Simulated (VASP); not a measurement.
Here is a VASP 6.6.1 calculation.

The input POSCAR:

```
BN
1.0
   -0.0107435385      1.7525406610      1.7525406610
    1.7525406610     -0.0107435385      1.7525406610
    1.7525406610      1.7525406610     -0.0107435385
B N
1 1
Direct
    0.0000000000      0.0000000000      0.0000000000
    0.5000000000      0.5000000000      0.5000000000
```

Contents of INCAR.step1:

```
ALGO = Normal ; EDIFF = 1E-4
ENCUT = 520 ; GGA = PE
ISMEAR = 0 ; LASPH = T
LCHARG = F ; LREAL = F
LWAVE = T ; NBANDS = 11
NELM = 80 ; PREC = Accurate
SIGMA = 0.01
```

The input INCAR.step2:

```
ALGO = Normal ; EDIFF = 1E-6
ENCUT = 520 ; ISIF = 2
ISMEAR = 0 ; ISTART = 1
LASPH = T ; LCHARG = T
LELF = T ; LMIXTAU = T
LREAL = F ; LVHAR = T
LWAVE = F ; METAGGA = R2SCAN
NBANDS = 11 ; NELM = 80
PREC = Accurate ; SIGMA = 0.01
```

Contents of KPOINTS:

```
k-points
0
Gamma
  12 12 12
```

Potentials or basis: VASP PAW PBE potentials, release 64 (B, N).

Launch:

```bash
$ cat potpaw_PBE.64/B/POTCAR potpaw_PBE.64/N/POTCAR > POTCAR
$ cp INCAR.step1 INCAR
$ mpirun -np 1 vasp_std > vasp.out
$ cp INCAR.step2 INCAR
$ mpirun -np 1 vasp_std > vasp.out
```

Estimate the pressure.

-7.5 GPa.

Predict the band gap on the k mesh.

1.12 eV (least direct gap 6.35 eV).

Stress tensor (GPa, compression positive):
```
-7.52  3.92  3.92
 3.92 -7.52  3.92
 3.92  3.92 -7.52
```

Caveat: the cell differs from its parent crystal (epitaxial 111 strain +1.0%); the cell stands under tension; the PAW data sets were made with another functional, which shifts forces and pressure a little. A k mesh can miss the band edges.
